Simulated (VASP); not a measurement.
# BaS (P6_3/mmc) in VASP: settings compared, part 2 of 3

VASP 6.6.1. Earlier steps stand in the parts before.

### 4 Single point, r2SCAN (uniaxial z strain +5.8%)

POSCAR reads:

```
BaS
1.0
    5.3818560826      0.0000000000      0.0000000000
   -2.6909280413      4.6608240870      0.0000000000
    0.0000000000      0.0000000000      6.7535562510
Ba S
2 2
Direct
    0.3333333333      0.6666666667     -0.0625000000
    0.6666666667      0.3333333333      0.4375000000
    0.3333333333      0.6666666667      0.4375000000
    0.6666666667      0.3333333333      0.9375000000
```

INCAR.step1 reads:

```
  ALGO = Normal
  EDIFF = 1E-4
  ENCUT = 520
  GGA = PE
  ISMEAR = 0
  LASPH = True
  LCHARG = False
  LREAL = False
  LWAVE = True
  NBANDS = 24
  NELM = 80
  PREC = Accurate
  SIGMA = 0.01
```

INCAR.step2 reads:

```
  ALGO = Normal
  EDIFF = 1E-7
  ENCUT = 520
  ISIF = 2
  ISMEAR = 0
  ISTART = 1
  LASPH = True
  LCHARG = False
  LMIXTAU = True
  LREAL = False
  LWAVE = False
  METAGGA = R2SCAN
  NBANDS = 24
  NELM = 80
  PREC = Accurate
  SIGMA = 0.01
```

KPOINTS reads:

```
k-points
0
Gamma
  6 6 4
```

Potentials or basis: VASP PAW PBE potentials, release 64 (Ba_sv, S).

Started as:

```sh
cat potpaw_PBE.64/Ba_sv/POTCAR potpaw_PBE.64/S/POTCAR > POTCAR
cp INCAR.step1 INCAR
mpirun -np 1 vasp_std > vasp.out
cp INCAR.step2 INCAR
mpirun -np 1 vasp_std > vasp.out
```

OUTCAR:

```text
EDIFF = 1E-7
   ENCUT = 520
   ISIF = 2
   ISMEAR = 0
   ISTART = 1
   LASPH = True
   LREAL = False
   METAGGA = R2SCAN
   NELM = 80
   PREC = Accurate

 ion  position               nearest neighbor table
   1  0.333  0.667  0.938-   4 3.11   4 3.11   4 3.11   3 3.38   3 3.38   2 4.59   2 4.59   2 4.59
                             2 4.59   2 4.59   2 4.59
   2  0.667  0.333  0.438-   3 3.11   3 3.11   3 3.11   4 3.38   4 3.38   1 4.59   1 4.59   1 4.59
                             1 4.59   1 4.59   1 4.59
   3  0.333  0.667  0.438-   2 3.11   2 3.11   2 3.11   1 3.38   1 3.38
   4  0.667  0.333  0.938-   1 3.11   1 3.11   1 3.11   2 3.38   2 3.38

  LATTYP: Found a hexagonal cell.
 ALAT       =     5.3818560826
 C/A-ratio  =     1.2548749256

  Lattice vectors:

 A1 = (   5.3818560826,   0.0000000000,   0.0000000000)
 A2 = (  -2.6909280413,   4.6608240870,   0.0000000000)
 A3 = (   0.0000000000,   0.0000000000,   6.7535562510)

Analysis of symmetry for initial positions (statically):
=====================================================================
 Subroutine PRICEL returns:
 Original cell was already a primitive cell.

 Routine SETGRP: Setting up the symmetry group for a
 hexagonal supercell.

 Subroutine GETGRP returns: Found 24 space group operations
 (whereof  6 operations were pure point group operations)
 out of a pool of 24 trial point group operations.

The static configuration has the point symmetry C_3v.
 The point group associated with its full space group is D_6h.

Analysis of symmetry for dynamics (positions and initial velocities):
=====================================================================
 Subroutine PRICEL returns:
 Original cell was already a primitive cell.

 Routine SETGRP: Setting up the symmetry group for a
 hexagonal supercell.

 Subroutine GETGRP returns: Found 24 space group operations
 (whereof  6 operations were pure point group operations)
 out of a pool of 24 trial point group operations.

The dynamic configuration has the point symmetry C_3v.
 The point group associated with its full space group is D_6h.

 Subroutine INISYM returns: Found 24 space group operations
 (whereof  6 operations are pure point group operations),
 and found     1 'primitive' translations

----------------------------------------------------------------------------------------

                                     Primitive cell

  volume of cell :     169.4054

  direct lattice vectors                    reciprocal lattice vectors
     5.381856083  0.000000000  0.000000000     0.185809502  0.107277166  0.000000000
    -2.690928041  4.660824087  0.000000000     0.000000000  0.214554332  0.000000000
     0.000000000  0.000000000  6.753556251     0.000000000  0.000000000  0.148070137

  length of vectors
     5.381856083  5.381856083  6.753556251     0.214554332  0.214554332  0.148070137

  position of ions in fractional coordinates (direct lattice)
     0.333333333  0.666666667  0.937500000
     0.666666667  0.333333333  0.437500000
     0.333333333  0.666666667  0.437500000
     0.666666667  0.333333333  0.937500000

  ion indices of the primitive-cell ions
   primitive index   ion index
                 1           1
                 2           2
                 3           3
[... 24 lines left out ...]
 ===========================================

 Found     21 irreducible k-points:

 Following reciprocal coordinates:
            Coordinates               Weight
  0.000000  0.000000  0.000000      1.000000
  0.166667 -0.000000  0.000000      6.000000
  0.333333 -0.000000  0.000000      6.000000
  0.500000 -0.000000  0.000000      3.000000
  0.166667  0.166667  0.000000      6.000000
  0.333333  0.166667  0.000000     12.000000
[... 13 lines left out ...]
  0.333333  0.166667  0.500000     12.000000
  0.333333  0.333333  0.500000      2.000000
   k-points           NKPTS =     21   k-points in BZ     NKDIM =     21   number of bands    NBANDS=     24
   number of dos      NEDOS =    301   number of ions     NIONS =      4
   total plane-waves  NPLWV =  80000
   dimension x,y,z NGX =    40 NGY =   40 NGZ =   50
   dimension x,y,z NGXF=    80 NGYF=   80 NGZF=  100
   ions per type =               2   2
   NGX,Y,Z   is equivalent  to a cutoff of  12.36, 12.36, 12.31 a.u.
   NGXF,Y,Z  is equivalent  to a cutoff of  24.71, 24.71, 24.62 a.u.
 SYSTEM =  unknown system
   PREC   = accura    normal or accurate (medium, high low for compatibility)
   ISTART =      1    job   : 0-new  1-cont  2-samecut
   ICHARG =      0    charge: 1-file 2-atom 10-const
   ISPIN  =      1    spin polarized calculation?
   LNONCOLLINEAR =      F non collinear calculations
   LSORBIT =      F    spin-orbit coupling
   LASPH  =      T    aspherical Exc in radial PAW
   ENCUT  =  520.0 eV  38.22 Ry    6.18 a.u.  10.01 10.01 12.56*2*pi/ulx,y,z
   NELM   =     80;   NELMIN=  2; NELMDL=  0     # of ELM steps
   EDIFF  = 0.1E-06   stopping-criterion for ELM
   LREAL  =      F    real-space projection
   EDIFFG = 0.1E-05   stopping-criterion for IOM
   NSW    =      0    number of steps for IOM
   IBRION =     -1    ionic relax: 0-MD 1-quasi-New 2-CG
   NFREE  =      0    steps in history (QN), initial steepest desc. (CG)
   ISIF   =      2    stress and relaxation
   ISYM   =      2    0-nonsym 1-usesym 2-fastsym
   POTIM  = 0.5000    time-step for ionic-motion
   TEBEG  =    0.0;   TEEND  =   0.0 temperature during run
   PSTRESS=    0.0 pullay stress
   NELECT =      32.0000    total number of electrons
   NUPDOWN=      -1.0000    fix difference up-down
   EMIN   =  10.00;   EMAX   =-10.00  energy-range for DOS
   EFERMI =   0.00;   METHOD = LEGACY
   ISMEAR =     0;   SIGMA  =   0.01  broadening in eV -4-tet -1-fermi 0-gaus
   EFERMI_NEDOS =   21; number of points for ismear=-14 and -15
   IALGO  =     38    algorithm
   IMIX   =      4    mixing-type and parameters
     AMIX     =   0.40;   BMIX     =  1.00
     AMIX_MAG =   1.60;   BMIX_MAG =  1.00
  volume/ion in A,a.u.               =      42.35       285.80
  Fermi-wavevector in a.u.,A,eV,Ry     =   0.939325  1.775066 12.004839  0.882331
  Thomas-Fermi vector in A             =   2.066625
   LORBIT       =      0    0 simple, 1 ext, 2 COOP (PROOUT), +10 PAW based schemes
   METAGGA = R2SCAN    functional components
   LHFCALC =     F    Hartree Fock is set to
   AEXX    =    0.0000 exact exchange contribution
   IVDW    =     0    specifies the selected vdW correction
   LEPSILON=     F    determine dielectric tensor
   LRPA    =     F    only Hartree local field effects (RPA)
 non-spin polarized calculation
 Gauss-broadening in eV      SIGMA  =   0.01
  energy-cutoff  :      520.00
  volume of cell :      169.41
 maximum number of plane-waves:      4626
   NGX = 21   NGY = 21   NGZ = 25

 number of electron      31.9999998 magnetization

 Free energy of the ion-electron system (eV)
  ---------------------------------------------------
  ext. energy  EPLUGINS =         0.00000000
  ---------------------------------------------------
  free energy    TOTEN  =       -77.77333836 eV

  energy without entropy =      -77.77333836  energy(sigma->0) =      -77.77333836

 E-fermi :   0.0311     XC(G=0):  -7.7563

 val. band max:       -0.0939190587   @ k =   0.0000   0.0000   0.0000
 cond. band min:       2.8475754708   @ k =   0.3333   0.3333   0.0000
 fundamental gap:      2.9414945294
 Fermi energy:         0.0311186517

 k-point     1 :       0.0000    0.0000    0.0000
  band No.  band energies     occupation
      1     -27.2135      2.00000
      2     -27.1785      2.00000
      3     -12.1840      2.00000
      4     -12.0457      2.00000
      5     -12.0457      2.00000
      6     -11.9415      2.00000
[... 556 lines left out ...]
     23       6.6212      0.00000
     24       6.6212      0.00000

------------------------ aborting loop because EDIFF is reached ----------------------------------------

  FORCE on cell =-STRESS in cart. coord.  units (eV):
  Direction    XX          YY          ZZ          XY          YZ          ZX
  --------------------------------------------------------------------------------------
  -------------------------------------------------------------------------------------
  Total       -0.3708517     -0.3708517     -3.4485550      0.0000000     -0.0000000      0.0000000
  in kB       -3.5073859     -3.5073859    -32.6152281      0.0000000     -0.0000000      0.0000000
  external PRESSURE =     -13.2100000 kB  Pullay stress =       0.0000000 kB

 VOLUME and BASIS-vectors are now :
 -----------------------------------------------------------------------------
  energy-cutoff  :      520.00
  volume of cell :      169.41
      direct lattice vectors                 reciprocal lattice vectors
     5.381856083  0.000000000  0.000000000     0.185809502  0.107277166  0.000000000
    -2.690928041  4.660824087  0.000000000     0.000000000  0.214554332  0.000000000
     0.000000000  0.000000000  6.753556251     0.000000000  0.000000000  0.148070137

 POSITION                                       TOTAL-FORCE (eV/Angst)
 -----------------------------------------------------------------------------------
     -0.00000      3.10722      6.33146        -0.000000      0.000000     -0.000000
      2.69093      1.55361      2.95468        -0.000000     -0.000000      0.000000
     -0.00000      3.10722      2.95468        -0.000000     -0.000000     -0.000000
      2.69093      1.55361      6.33146         0.000000      0.000000     -0.000000
 -----------------------------------------------------------------------------------
    total drift:                               -0.000000      0.000000      0.000059

  FREE ENERGIE OF THE ION-ELECTRON SYSTEM (eV)
  ---------------------------------------------------
  free  energy   TOTEN  =       -77.7733383640 eV

  energy  without entropy=      -77.7733383640  energy(sigma->0) =      -77.77333836
```

It took 10 min on 1 thread of Intel Xeon 8259CL, shared host; peak memory 0.34 GiB.

What came out:

| Quantity | Value |
| --- | --- |
| Free energy | -77.7733 eV |
| Pressure | -1.3 GPa |
| Band gap on the k mesh | 2.94 eV (least direct gap 2.97 eV) |

Caveat: the cell differs from its parent crystal (uniaxial z strain +5.8%); the PAW data sets were made with another functional, which shifts forces and pressure a little; spin-orbit coupling is left out, which moves the levels of the heavy elements. A k mesh can miss the band edges.

(Continued in part 3 of 3.)
